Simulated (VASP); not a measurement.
# BN (rocksalt type) (Fm-3m) in VASP: a series of runs, part 2 of 2

VASP 6.6.1. Earlier steps stand in the parts before.

### Step 5. Single point, LDA (volume scaled by 0.94)

INCAR reads:

```
SYSTEM = BN
  PREC = Accurate
  ENCUT = 600
  EDIFF = 1E-6
  ISMEAR = -1
  SIGMA = 0.05
  LREAL = .FALSE.
  LASPH = .TRUE.
  NELM = 120
  ALGO = Normal
  ISIF = 2
  LWAVE = .FALSE.
  LCHARG = .FALSE.
  GGA = CA
  NBANDS = 11
  GGA_COMPAT = .FALSE.
```

KPOINTS reads:

```
Automatic mesh
0
G
  15 15 15
  0 0 0
```

POSCAR reads:

```
BN
1.0
    0.0000000000      1.6943945236      1.6943945236
    1.6943945236      0.0000000000      1.6943945236
    1.6943945236      1.6943945236      0.0000000000
B N
1 1
Direct
    0.0000000000      0.0000000000      0.0000000000
    0.5000000000      0.5000000000      0.5000000000
```

Potentials or basis: VASP PAW LDA potentials, release 64 (B, N).

The run is started by

```
cat potpaw_LDA.64/B/POTCAR potpaw_LDA.64/N/POTCAR > POTCAR
mpirun -np 1 vasp_std > vasp.out
```

OUTCAR:

```text
SYSTEM = BN
   PREC = Accurate
   ENCUT = 600
   EDIFF = 1E-6
   ISMEAR = -1
   LREAL = .FALSE.
   LASPH = .TRUE.
   NELM = 120
   ISIF = 2
   GGA = CA

 ion  position               nearest neighbor table
   1  0.000  0.000  0.000-   2 1.69   2 1.69   2 1.69   2 1.69   2 1.69   2 1.69
   2  0.500  0.500  0.500-   1 1.69   1 1.69   1 1.69   1 1.69   1 1.69   1 1.69

  LATTYP: Found a face centered cubic cell.
 ALAT       =     3.3887890472

  Lattice vectors:

 A1 = (   0.0000000000,   1.6943945236,   1.6943945236)
 A2 = (   1.6943945236,   0.0000000000,   1.6943945236)
 A3 = (   1.6943945236,   1.6943945236,   0.0000000000)

Analysis of symmetry for initial positions (statically):
=====================================================================
 Subroutine PRICEL returns:
 Original cell was already a primitive cell.

 Routine SETGRP: Setting up the symmetry group for a
 face centered cubic supercell.

 Subroutine GETGRP returns: Found 48 space group operations
 (whereof 48 operations were pure point group operations)
 out of a pool of 48 trial point group operations.

The static configuration has the point symmetry O_h .

Analysis of symmetry for dynamics (positions and initial velocities):
=====================================================================
 Subroutine PRICEL returns:
 Original cell was already a primitive cell.

 Routine SETGRP: Setting up the symmetry group for a
 face centered cubic supercell.

 Subroutine GETGRP returns: Found 48 space group operations
 (whereof 48 operations were pure point group operations)
 out of a pool of 48 trial point group operations.

The dynamic configuration has the point symmetry O_h .

 Subroutine INISYM returns: Found 48 space group operations
 (whereof 48 operations are pure point group operations),
 and found     1 'primitive' translations

----------------------------------------------------------------------------------------
[... 113 lines left out ...]
     AMIX_MAG =   1.60;   BMIX_MAG =  1.00
  volume/ion in A,a.u.               =       4.86        32.83
  Fermi-wavevector in a.u.,A,eV,Ry     =   1.533723  2.898316 32.005073  2.352307
  Thomas-Fermi vector in A             =   2.640751
   LORBIT       =      0    0 simple, 1 ext, 2 COOP (PROOUT), +10 PAW based schemes
   GGA     = CA    functional components
   LHFCALC =     F    Hartree Fock is set to
   AEXX    =    0.0000 exact exchange contribution
   IVDW    =     0    specifies the selected vdW correction
   LEPSILON=     F    determine dielectric tensor
   LRPA    =     F    only Hartree local field effects (RPA)
 non-spin polarized calculation
  energy-cutoff  :      600.00
  volume of cell :        9.73
 maximum number of plane-waves:       334
   NGX =  9   NGY =  9   NGZ =  9

 number of electron       8.0000000 magnetization

 Free energy of the ion-electron system (eV)
  ---------------------------------------------------
  ext. energy  EPLUGINS =         0.00000000
  ---------------------------------------------------
  free energy    TOTEN  =       -15.93186750 eV

  energy without entropy =      -15.93186750  energy(sigma->0) =      -15.93186750

 E-fermi :  12.7469     XC(G=0): -14.3629

 val. band max:       11.7943567432   @ k =  -0.2000   0.1333   0.0000
 cond. band min:      13.9112895602   @ k =   0.4667   0.4667   0.0000
 fundamental gap:      2.1169328170
 Fermi energy:        12.7468840871

 k-point     1 :       0.0000    0.0000    0.0000
  band No.  band energies     occupation
      1     -11.8383      2.00000
      2      10.8219      2.00000
      3      10.8219      2.00000
      4      10.8219      2.00000
      5      23.2558      0.00000
      6      24.6016      0.00000
      7      24.6016      0.00000
      8      24.6016      0.00000
      9      30.8678      0.00000
     10      30.8678      0.00000
     11      30.8678      0.00000
[... 309 lines left out ...]
 k-point    24 :       0.2000    0.1333    0.0000
  band No.  band energies     occupation
      1     -10.6472      2.00000
      2       8.2404      2.00000
      3       9.2159      2.00000
      4      10.3437      2.00000
      5      18.9251      0.00000
      6      23.9591      0.00000
      7      24.4235      0.00000
      8      25.2222      0.00000
      9      26.6029      0.00000
     10      35.5953      0.00000
     11      35.8930      0.00000

 [... further k-points ...]
[... 5 lines left out ...]
  --------------------------------------------------------------------------------------
  -------------------------------------------------------------------------------------
  Total        1.8186625      1.8186625      1.8186625     -0.0000000     -0.0000000      0.0000000
  in kB      299.4946568    299.4946568    299.4946568     -0.0000000     -0.0000000      0.0000000
  external PRESSURE =     299.4946568 kB  Pullay stress =       0.0000000 kB

 VOLUME and BASIS-vectors are now :
 -----------------------------------------------------------------------------
  energy-cutoff  :      600.00
  volume of cell :        9.73
      direct lattice vectors                 reciprocal lattice vectors
     0.000000000  1.694394524  1.694394524    -0.295090661  0.295090661  0.295090661
     1.694394524  0.000000000  1.694394524     0.295090661 -0.295090661  0.295090661
     1.694394524  1.694394524  0.000000000     0.295090661  0.295090661 -0.295090661

 POSITION                                       TOTAL-FORCE (eV/Angst)
 -----------------------------------------------------------------------------------
      0.00000      0.00000      0.00000        -0.000000     -0.000000     -0.000000
      1.69439      1.69439      1.69439         0.000000      0.000000      0.000000
 -----------------------------------------------------------------------------------
    total drift:                                0.000000      0.000000      0.000000

  FREE ENERGIE OF THE ION-ELECTRON SYSTEM (eV)
  ---------------------------------------------------
  free  energy   TOTEN  =       -15.9318675016 eV

  energy  without entropy=      -15.9318675015  energy(sigma->0) =      -15.93186750
```

OSZICAR:

```text
N       E                     dE             d eps       ncg     rms          rms(c)
DAV:   1     0.114578850333E+02    0.11458E+02   -0.54928E+03  2736   0.817E+02
DAV:   2    -0.164511870252E+02   -0.27909E+02   -0.26761E+02  3158   0.158E+02
DAV:   3    -0.168836682835E+02   -0.43248E+00   -0.43131E+00  3116   0.163E+01
DAV:   4    -0.168839912524E+02   -0.32297E-03   -0.32296E-03  2892   0.532E-01
DAV:   5    -0.168839913854E+02   -0.13300E-06   -0.13296E-06  3060   0.114E-02    0.646E+00
DAV:   6    -0.159527238068E+02    0.93127E+00   -0.43001E+00  2757   0.110E+01    0.247E+00
DAV:   7    -0.159382041469E+02    0.14520E-01   -0.62533E-02  3015   0.221E+00    0.158E+00
DAV:   8    -0.159320600141E+02    0.61441E-02   -0.42175E-03  2763   0.534E-01    0.226E-01
DAV:   9    -0.159318759327E+02    0.18408E-03   -0.43157E-04  2883   0.122E-01    0.726E-02
DAV:  10    -0.159318676124E+02    0.83203E-05   -0.23116E-05  2889   0.318E-02    0.122E-02
DAV:  11    -0.159318675016E+02    0.11081E-06   -0.28875E-07  1569   0.506E-03
   1 F= -.15931868E+02 E0= -.15931868E+02  d E =-.827347E-10
```

stdout:

```text
POSCAR found type information on POSCAR B N
 POSCAR found :  2 types and       2 ions
 scaLAPACK will be used
 LDA part: xc-table for (Slater(with rela. corr.)+CA(PZ))
 , standard interpolation
 POSCAR, INCAR and KPOINTS ok, starting setup
 FFT: planning ... GRIDC
 FFT: planning ... GRID_SOFT
 FFT: planning ... GRID
 WAVECAR not read
 entering main loop
```

Run time: 5.3 s. Hardware: 1 thread of Intel Xeon 6975P-C (Granite Rapids), shared host; peak memory 0.12 GiB.

What came out:

| Quantity | Value |
| --- | --- |
| Free energy | -15.9319 eV |
| Pressure | 29.9 GPa |
| Band gap on the k mesh | 2.12 eV, indirect (least direct gap 6.11 eV) |

 A k mesh can miss the band edges.
